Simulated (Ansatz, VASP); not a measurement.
## Se in VASP and in Ansatz

INCAR

```
SYSTEM = Se
PREC = Accurate
ENCUT = 600
EDIFF = 1E-6
ISMEAR = 0
SIGMA = 0.02
LREAL = .False.
LASPH = .True.
NELM = 80
ALGO = Normal
ISIF = 3
LWAVE = .False.
LCHARG = .False.
GGA = PE
IVDW = 12
IBRION = 2
NSW = 90
EDIFFG = -0.02
```

Contents of KPOINTS:

```
Automatic mesh
0
Gamma
  12 12 6
  0 0 0
```

Contents of POSCAR:

```
Se
1.0
    4.0662410876      0.0000000000      0.0000000000
   -2.0331205438      3.5214680798      0.0000000000
    0.0000000000      0.0000000000      5.1274762940
Se
3
Direct
    0.2475669214      0.0000000000      0.3333333333
    0.0000000000      0.2475669214      0.6666666667
    0.7524330786      0.7524330786      0.0000000000
```

Input for Ansatz:

```yaml
crystal:
  lattice:
    - [4.0662410876, 0.0, 0.0]
    - [-2.0331205438, 3.5214680798, 0.0]
    - [0.0, 0.0, 5.127476294]
  atoms:
    - { symbol: Se, position: [0.2475669214, 0.0, 0.3333333333] }
    - { symbol: Se, position: [0.0, 0.2475669214, 0.6666666667] }
    - { symbol: Se, position: [0.7524330786, 0.7524330786, 0.0] }
basis:
  ecutwfc: 420
kpoints:
  mp_grid: { grid: [12, 12, 6] }
hamiltonian:
  xc: pbe
  dispersion: d3bj
scf:
  occupations: { method: gaussian, width: 0.02 }
output:
  forces: true
  stress: true
  eigenvalues: true
relax:
  adjacent_minimum: "off"
  f_tol: 0.02
  max_steps: 70
  cell: { stress_tol: 0.1 }
```

Alike in both runs: task relaxation of cell and atoms; functional PBE; dispersion D3(BJ); k mesh 12 × 12 × 6; occupations gaussian, width 0.02 eV; no spin polarisation.

|  | VASP | Ansatz |
| --- | --- | --- |
| version | VASP 6.6.1 | Ansatz 0.2.0 |
| potentials or method | VASP PAW PBE potentials, release 64 (Se), cutoff 600 eV | scalar-relativistic, plane waves, PAW |
| valence electrons in the cell | 18 | 48 |

|  | VASP | Ansatz | Ansatz less VASP |
| --- | --- | --- | --- |
| gap on the k mesh at the Fermi level, each at its own relaxed structure (eV) | 0.50 | 0.52 | +0.014 |
| relaxed volume (Å³/atom) | 24.53 | 24.47 | -0.056 |
| relaxed length of the cell vector where the two differ most in proportion (Å) | 5.134 | 5.127 | -0.0064 |

VASP's potentials hold 18 valence electrons a cell and Ansatz's 48, so a difference there can come from the potentials and not from the codes.
